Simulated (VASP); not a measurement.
# MgS (I4/mmm) in VASP: further runs

MgS is run at these levels: PBEsol; tasks: single point, relaxation of the atoms.

Everything below comes from runs of VASP 6.6.1. Logs are shortened: lines on timing, memory, paths and dates and some standing lists are left out, and cuts for length are marked.

### Step 1. The cell of the first run

It takes space group I4/mmm (No. 139, tetragonal). The conventional cell has a = 3.701 Å, b = 3.701 Å, c = 5.155 Å, α = 90.00°, β = 90.00°, γ = 90.00°. Within 3.4 Å of Mg (site symmetry 4/mmm) lie 6 S at 2.58 to 2.62 Å. Within 3.4 Å of S (site symmetry 4/mmm) lie 6 Mg at 2.58 to 2.62 Å.

### Step 2. Single point, PBEsol

File INCAR:

```
ALGO     = Normal         # electronic algorithm
EDIFF    = 1E-6           # SCF threshold, eV
ENCUT    = 600            # plane-wave cutoff, eV
GGA      = PS             # functional
GGA_COMPAT= F            
ISIF     = 2              # what is computed and relaxed
ISMEAR   = 0              # smearing method
LASPH    = T              # aspherical terms in the spheres
LCHARG   = T              # write CHGCAR
LELF     = T              # ELF
LREAL    = F              # projectors in reciprocal space
LVHAR    = T            
LWAVE    = F              # write WAVECAR
NBANDS   = 11             # bands
NELM     = 120            # most SCF steps
PREC     = Accurate       # precision mode
SIGMA    = 0.01           # smearing width, eV
```

File KPOINTS:

```
k-points
0
Gamma
  6 6 6
```

File POSCAR:

```
MgS
1.0
    0.0000000000      2.6171221403      2.5775380927
    2.6171221403      0.0000000000      2.5775380927
    2.6171221403      2.6171221403      0.0000000000
Mg S
1 1
Direct
    0.0000000000      0.0000000000      0.0000000000
    0.5000000000      0.5000000000      0.5000000000
```

Potentials or basis: VASP PAW PBE potentials, release 64 (Mg, S).

Command:

```sh
> cat potpaw_PBE.64/Mg/POTCAR potpaw_PBE.64/S/POTCAR > POTCAR
> mpirun -np 1 vasp_std > vasp.out
```

OUTCAR:

```text
EDIFF = 1E-6
   ENCUT = 600
   GGA = PS
   ISIF = 2
   ISMEAR = 0
   LASPH = T
   LREAL = F
   NELM = 120
   PREC = Accurate

 ion  position               nearest neighbor table
   1  0.000  0.000  0.000-   2 2.58   2 2.58   2 2.62   2 2.62   2 2.62   2 2.62
   2  0.500  0.500  0.500-   1 2.58   1 2.58   1 2.62   1 2.62   1 2.62   1 2.62

  LATTYP: Found a body centered tetragonal cell.
 ALAT       =     3.7011696252
 C/A-ratio  =     1.3928235416

  Lattice vectors:

 A1 = (   0.0000000000,  -2.6171221403,  -2.5775380927)
 A2 = (   0.0000000000,   2.6171221403,  -2.5775380927)
 A3 = (   2.6171221403,   0.0000000000,   2.5775380927)

Analysis of symmetry for initial positions (statically):
=====================================================================
 Subroutine PRICEL returns:
 Original cell was already a primitive cell.

 Routine SETGRP: Setting up the symmetry group for a
 body centered tetragonal supercell.

 Subroutine GETGRP returns: Found 16 space group operations
 (whereof 16 operations were pure point group operations)
 out of a pool of 16 trial point group operations.

The static configuration has the point symmetry D_4h.

Analysis of symmetry for dynamics (positions and initial velocities):
=====================================================================
 Subroutine PRICEL returns:
 Original cell was already a primitive cell.

 Routine SETGRP: Setting up the symmetry group for a
 body centered tetragonal supercell.

 Subroutine GETGRP returns: Found 16 space group operations
 (whereof 16 operations were pure point group operations)
 out of a pool of 16 trial point group operations.

The dynamic configuration has the point symmetry D_4h.

 Subroutine INISYM returns: Found 16 space group operations
 (whereof 16 operations are pure point group operations),
 and found     1 'primitive' translations

----------------------------------------------------------------------------------------

                                     Primitive cell

  volume of cell :      35.3088

  direct lattice vectors                    reciprocal lattice vectors
     0.000000000  2.617122140  2.577538093    -0.191049547  0.191049547  0.193983554
     2.617122140  0.000000000  2.577538093     0.191049547 -0.191049547  0.193983554
     2.617122140  2.617122140  0.000000000     0.191049547  0.191049547 -0.193983554

  length of vectors
     3.673286120  3.673286120  3.701169625     0.332610099  0.332610099  0.332610099

  position of ions in fractional coordinates (direct lattice)
     0.000000000  0.000000000  0.000000000
     0.500000000  0.500000000  0.500000000

  ion indices of the primitive-cell ions
   primitive index   ion index
                 1           1
                 2           2

----------------------------------------------------------------------------------------

 KPOINTS: k-points

Automatic generation of k-mesh.
 Grid dimensions read from file:
 generate k-points for:    6    6    6

 Generating k-lattice:

  Cartesian coordinates                     Fractional coordinates (reciprocal lattice)
    -0.031841591  0.031841591  0.032330592     0.166666667  0.000000000  0.000000000
     0.031841591 -0.031841591  0.032330592     0.000000000  0.166666667  0.000000000
     0.031841591  0.031841591 -0.032330592     0.000000000  0.000000000  0.166666667

  Length of vectors
     0.055435017  0.055435017  0.055435017

  Shift w.r.t. Gamma in fractional coordinates (k-lattice)
     0.000000000  0.000000000  0.000000000

 Subroutine IBZKPT returns following result:
 ===========================================

 Found     30 irreducible k-points:

 Following reciprocal coordinates:
            Coordinates               Weight
  0.000000  0.000000  0.000000      1.000000
  0.166667 -0.000000  0.000000      8.000000
  0.333333 -0.000000  0.000000      8.000000
  0.500000 -0.000000  0.000000      4.000000
  0.166667  0.166667  0.000000      2.000000
  0.333333  0.166667  0.000000      8.000000
[... 16 lines left out ...]
  0.333333  0.000000  0.333333      4.000000
  0.500000  0.000000  0.333333     16.000000
 [... further k-points ...]
   k-points           NKPTS =     30   k-points in BZ     NKDIM =     30   number of bands    NBANDS=     11
   number of dos      NEDOS =    301   number of ions     NIONS =      2
   total plane-waves  NPLWV =  27000
   dimension x,y,z NGX =    30 NGY =   30 NGZ =   30
   dimension x,y,z NGXF=    60 NGYF=   60 NGZF=   60
   ions per type =               1   1
   NGX,Y,Z   is equivalent  to a cutoff of  13.58, 13.58, 13.48 a.u.
   NGXF,Y,Z  is equivalent  to a cutoff of  27.15, 27.15, 26.95 a.u.
 SYSTEM =  unknown system
   PREC   = accura    normal or accurate (medium, high low for compatibility)
   ISTART =      0    job   : 0-new  1-cont  2-samecut
   ICHARG =      2    charge: 1-file 2-atom 10-const
   ISPIN  =      1    spin polarized calculation?
   LNONCOLLINEAR =      F non collinear calculations
   LSORBIT =      F    spin-orbit coupling
   LASPH  =      T    aspherical Exc in radial PAW
   ENCUT  =  600.0 eV  44.10 Ry    6.64 a.u.   7.34  7.34  7.39*2*pi/ulx,y,z
   NELM   =    120;   NELMIN=  2; NELMDL= -5     # of ELM steps
   EDIFF  = 0.1E-05   stopping-criterion for ELM
   LREAL  =      F    real-space projection
   EDIFFG = 0.1E-04   stopping-criterion for IOM
   NSW    =      0    number of steps for IOM
   IBRION =     -1    ionic relax: 0-MD 1-quasi-New 2-CG
   NFREE  =      0    steps in history (QN), initial steepest desc. (CG)
   ISIF   =      2    stress and relaxation
   ISYM   =      2    0-nonsym 1-usesym 2-fastsym
   POTIM  = 0.5000    time-step for ionic-motion
   TEBEG  =    0.0;   TEEND  =   0.0 temperature during run
   PSTRESS=    0.0 pullay stress
   NELECT =       8.0000    total number of electrons
   NUPDOWN=      -1.0000    fix difference up-down
   EMIN   =  10.00;   EMAX   =-10.00  energy-range for DOS
   EFERMI =   0.00;   METHOD = LEGACY
   ISMEAR =     0;   SIGMA  =   0.01  broadening in eV -4-tet -1-fermi 0-gaus
   EFERMI_NEDOS =   21; number of points for ismear=-14 and -15
   IALGO  =     38    algorithm
   IMIX   =      4    mixing-type and parameters
     AMIX     =   0.40;   BMIX     =  1.00
     AMIX_MAG =   1.60;   BMIX_MAG =  1.00
  volume/ion in A,a.u.               =      17.65       119.14
  Fermi-wavevector in a.u.,A,eV,Ry     =   0.998030  1.886004 13.552285  0.996065
  Thomas-Fermi vector in A             =   2.130227
   LORBIT       =      0    0 simple, 1 ext, 2 COOP (PROOUT), +10 PAW based schemes
   GGA     = PS    functional components
   LHFCALC =     F    Hartree Fock is set to
   AEXX    =    0.0000 exact exchange contribution
   IVDW    =     0    specifies the selected vdW correction
   LEPSILON=     F    determine dielectric tensor
   LRPA    =     F    only Hartree local field effects (RPA)
 non-spin polarized calculation
 Gauss-broadening in eV      SIGMA  =   0.01
  energy-cutoff  :      600.00
  volume of cell :       35.31
 maximum number of plane-waves:      1219
 NGX is ok and might be reduce to    30
   NGX = 15   NGY = 15   NGZ = 15

 number of electron       7.9999999 magnetization

 Free energy of the ion-electron system (eV)
  ---------------------------------------------------
  ext. energy  EPLUGINS =         0.00000000
  ---------------------------------------------------
  free energy    TOTEN  =        -9.06841369 eV

  energy without entropy =       -9.06841369  energy(sigma->0) =       -9.06841369

 E-fermi :   3.7360     XC(G=0):  -9.8252

 val. band max:        3.6773451306   @ k =   0.0000   0.0000   0.0000
 cond. band min:       6.3016224134   @ k =   0.5000   0.5000   0.0000
 fundamental gap:      2.6242772828
 Fermi energy:         3.7360176602

 k-point     1 :       0.0000    0.0000    0.0000
  band No.  band energies     occupation
      1      -9.0142      2.00000
      2       3.6088      2.00000
      3       3.6773      2.00000
      4       3.6773      2.00000
      5       7.2268      0.00000
      6      11.4575      0.00000
      7      11.4575      0.00000
      8      11.6146      0.00000
      9      13.8549      0.00000
     10      14.0655      0.00000
     11      15.9452      0.00000

 k-point     2 :       0.1667   -0.0000    0.0000
  band No.  band energies     occupation
      1      -8.7485      2.00000
      2       1.9980      2.00000
      3       3.4746      2.00000
      4       3.4927      2.00000
      5       8.3331      0.00000
      6      11.1967      0.00000
      7      11.7011      0.00000
      8      11.8536      0.00000
      9      13.1824      0.00000
     10      13.2829      0.00000
     11      15.9432      0.00000

 k-point     3 :       0.3333   -0.0000    0.0000
  band No.  band energies     occupation
      1      -8.1060      2.00000
      2      -0.2300      2.00000
      3       3.1756      2.00000
      4       3.2002      2.00000
      5       8.2879      0.00000
      6      10.8215      0.00000
      7      10.9995      0.00000
      8      12.9089      0.00000
      9      15.0162      0.00000
     10      15.1066      0.00000
     11      15.1110      0.00000

 k-point     4 :       0.5000   -0.0000    0.0000
  band No.  band energies     occupation
      1      -7.6944      2.00000
      2      -1.2276      2.00000
      3       3.0366      2.00000
      4       3.0794      2.00000
      5       8.0474      0.00000
      6      10.3943      0.00000
      7      10.5643      0.00000
      8      13.6939      0.00000
      9      15.6116      0.00000
     10      17.9614      0.00000
     11      18.1087      0.00000
[... 239 lines left out ...]
 k-point    22 :      -0.3333    0.5000    0.1667
  band No.  band energies     occupation
      1      -7.2621      2.00000
      2      -0.1424      2.00000
      3       1.0086      2.00000
      4       1.4168      2.00000
      5       7.9205      0.00000
      6       9.6912      0.00000
      7      12.7232      0.00000
      8      13.3549      0.00000
      9      17.2510      0.00000
     10      18.6111      0.00000
     11      19.0761      0.00000

 k-point    23 :       0.3333    0.0000    0.3333
  band No.  band energies     occupation
      1      -7.8459      2.00000
      2       0.2148      2.00000
      3       2.2452      2.00000
      4       2.3679      2.00000
      5       7.4603      0.00000
      6       8.4747      0.00000
      7      13.2188      0.00000
      8      14.8963      0.00000
      9      15.1334      0.00000
     10      15.6282      0.00000
     11      20.3582      0.00000

 k-point    24 :       0.5000    0.0000    0.3333
  band No.  band energies     occupation
      1      -7.4433      2.00000
      2      -0.3043      2.00000
      3       1.2992      2.00000
      4       2.2048      2.00000
      5       7.2868      0.00000
      6       9.1977      0.00000
      7      13.5149      0.00000
      8      13.8979      0.00000
      9      16.3571      0.00000
     10      18.3598      0.00000
     11      19.6059      0.00000

 [... further k-points ...]
[... 5 lines left out ...]
  --------------------------------------------------------------------------------------
  -------------------------------------------------------------------------------------
  Total       -0.3935553     -0.3935553     -0.0417510      0.0000000     -0.0000000      0.0000000
  in kB      -17.8580200    -17.8580200     -1.8945007      0.0000000     -0.0000000      0.0000000
  external PRESSURE =     -12.5368469 kB  Pullay stress =       0.0000000 kB

 VOLUME and BASIS-vectors are now :
 -----------------------------------------------------------------------------
  energy-cutoff  :      600.00
  volume of cell :       35.31
      direct lattice vectors                 reciprocal lattice vectors
     0.000000000  2.617122140  2.577538093    -0.191049547  0.191049547  0.193983554
     2.617122140  0.000000000  2.577538093     0.191049547 -0.191049547  0.193983554
     2.617122140  2.617122140  0.000000000     0.191049547  0.191049547 -0.193983554

 POSITION                                       TOTAL-FORCE (eV/Angst)
 -----------------------------------------------------------------------------------
      0.00000      0.00000      0.00000        -0.000000      0.000000      0.000000
      2.61712      2.61712      2.57754         0.000000     -0.000000     -0.000000
 -----------------------------------------------------------------------------------
    total drift:                               -0.000000     -0.000000      0.000000

  FREE ENERGIE OF THE ION-ELECTRON SYSTEM (eV)
  ---------------------------------------------------
  free  energy   TOTEN  =        -9.0684136910 eV

  energy  without entropy=       -9.0684136910  energy(sigma->0) =       -9.06841369
```

It took 25 s on 1 thread of Intel Xeon 8259CL, shared host; peak memory 0.17 GiB.

What came out:

```
Free energy            : -9.0684 eV
Pressure               : -1.3 GPa
Band gap on the k mesh : 2.62 eV (least direct gap 3.55 eV)
```

Stress tensor (GPa, compression positive):
```
-1.79  0.00  0.00
 0.00 -1.79  0.00
 0.00  0.00 -0.19
```

Caveat: the PAW data sets were made with another functional, which shifts forces and pressure a little. A k mesh can miss the band edges.

### Step 3. Single point, PBEsol

File INCAR:

```
SYSTEM = MgS
PREC = Accurate
ENCUT = 600
EDIFF = 1E-6
ISMEAR = 0
SIGMA = 0.01
LREAL = .FALSE.
LASPH = .TRUE.
NELM = 120
ALGO = Normal
ISIF = 2
LWAVE = .FALSE.
LCHARG = .FALSE.
GGA = PS
NBANDS = 11
GGA_COMPAT = .FALSE.
```

File KPOINTS:

```
regular mesh
0
G
  6 6 6
  0 0 0
```

POSCAR is that of step 2.

Potentials or basis: VASP PAW PBE potentials, release 64 (Mg, S).

Command:

```sh
> cat potpaw_PBE.64/Mg/POTCAR potpaw_PBE.64/S/POTCAR > POTCAR
> mpirun -np 1 vasp_std > vasp.out
```

OUTCAR:

```text
SYSTEM = MgS
   PREC = Accurate
   ENCUT = 600
   EDIFF = 1E-6
   ISMEAR = 0
   LREAL = .FALSE.
   LASPH = .TRUE.
   NELM = 120
   ISIF = 2
   GGA = PS

 ion  position               nearest neighbor table
   1  0.000  0.000  0.000-   2 2.58   2 2.58   2 2.62   2 2.62   2 2.62   2 2.62
   2  0.500  0.500  0.500-   1 2.58   1 2.58   1 2.62   1 2.62   1 2.62   1 2.62

  LATTYP: Found a body centered tetragonal cell.
 ALAT       =     3.7011696252
 C/A-ratio  =     1.3928235416

  Lattice vectors:

 A1 = (   0.0000000000,  -2.6171221403,  -2.5775380927)
 A2 = (   0.0000000000,   2.6171221403,  -2.5775380927)
[... 516 lines left out ...]
      9      16.3571      0.00000
     10      18.3598      0.00000
     11      19.6059      0.00000

 [... further k-points ...]
[... 5 lines left out ...]
  --------------------------------------------------------------------------------------
  -------------------------------------------------------------------------------------
  Total       -0.3935553     -0.3935553     -0.0417510      0.0000000     -0.0000000      0.0000000
  in kB      -17.8580200    -17.8580200     -1.8945007      0.0000000     -0.0000000      0.0000000
  external PRESSURE =     -12.5368469 kB  Pullay stress =       0.0000000 kB

 VOLUME and BASIS-vectors are now :
 -----------------------------------------------------------------------------
  energy-cutoff  :      600.00
  volume of cell :       35.31
      direct lattice vectors                 reciprocal lattice vectors
     0.000000000  2.617122140  2.577538093    -0.191049547  0.191049547  0.193983554
     2.617122140  0.000000000  2.577538093     0.191049547 -0.191049547  0.193983554
     2.617122140  2.617122140  0.000000000     0.191049547  0.191049547 -0.193983554

 POSITION                                       TOTAL-FORCE (eV/Angst)
 -----------------------------------------------------------------------------------
      0.00000      0.00000      0.00000        -0.000000      0.000000      0.000000
      2.61712      2.61712      2.57754         0.000000     -0.000000     -0.000000
 -----------------------------------------------------------------------------------
    total drift:                               -0.000000     -0.000000      0.000000

  FREE ENERGIE OF THE ION-ELECTRON SYSTEM (eV)
  ---------------------------------------------------
  free  energy   TOTEN  =        -9.0684136910 eV

  energy  without entropy=       -9.0684136910  energy(sigma->0) =       -9.06841369
```

OSZICAR:

```text
N       E                     dE             d eps       ncg     rms          rms(c)
DAV:   1     0.248142747768E+02    0.24814E+02   -0.36982E+03   668   0.661E+02
DAV:   2    -0.785967831897E+01   -0.32674E+02   -0.30790E+02   858   0.104E+02
DAV:   3    -0.943162735573E+01   -0.15719E+01   -0.15691E+01   803   0.247E+01
DAV:   4    -0.944178573697E+01   -0.10158E-01   -0.10157E-01   810   0.238E+00
DAV:   5    -0.944186772450E+01   -0.81988E-04   -0.81987E-04   842   0.211E-01    0.409E+00
DAV:   6    -0.911266787730E+01    0.32920E+00   -0.69277E-01   753   0.324E+00    0.308E+00
DAV:   7    -0.907135328036E+01    0.41315E-01   -0.18327E-01   783   0.181E+00    0.192E+00
DAV:   8    -0.906865058118E+01    0.27027E-02   -0.10520E-02   738   0.595E-01    0.759E-01
DAV:   9    -0.906842302315E+01    0.22756E-03   -0.52098E-04   808   0.127E-01    0.325E-01
DAV:  10    -0.906841304531E+01    0.99778E-05   -0.14995E-04   777   0.546E-02    0.770E-03
DAV:  11    -0.906841369104E+01   -0.64573E-06   -0.17250E-06   779   0.819E-03
   1 F= -.90684137E+01 E0= -.90684137E+01  d E =-.585509E-19
```

stdout:

```text
POSCAR found type information on POSCAR MgS
 POSCAR found :  2 types and       2 ions
 scaLAPACK will be used
 -----------------------------------------------------------------------------
|                                                                             |
|                                                                             |
|     You enforced a specific xc type in the INCAR file but a different       |
|     I HOPE YOU KNOW WHAT YOU ARE DOING!                                     |
|                                                                             |
 -----------------------------------------------------------------------------

 LDA part: xc-table for (Slater+PW92), standard interpolation
 POSCAR, INCAR and KPOINTS ok, starting setup
 FFT: planning ... GRIDC
 FFT: planning ... GRID_SOFT
 FFT: planning ... GRID
 WAVECAR not read
 entering main loop
```

Wall time 25 s (1 thread of Intel Xeon 8259CL, shared host); peak memory 0.17 GiB.

Results:

```
Free energy            : -9.0684 eV
Pressure               : -1.3 GPa
Band gap on the k mesh : 2.62 eV (least direct gap 3.55 eV)
```

Caveat: the PAW data sets were made with another functional, which shifts forces and pressure a little. A k mesh can miss the band edges.

[end of part 1 of 2]
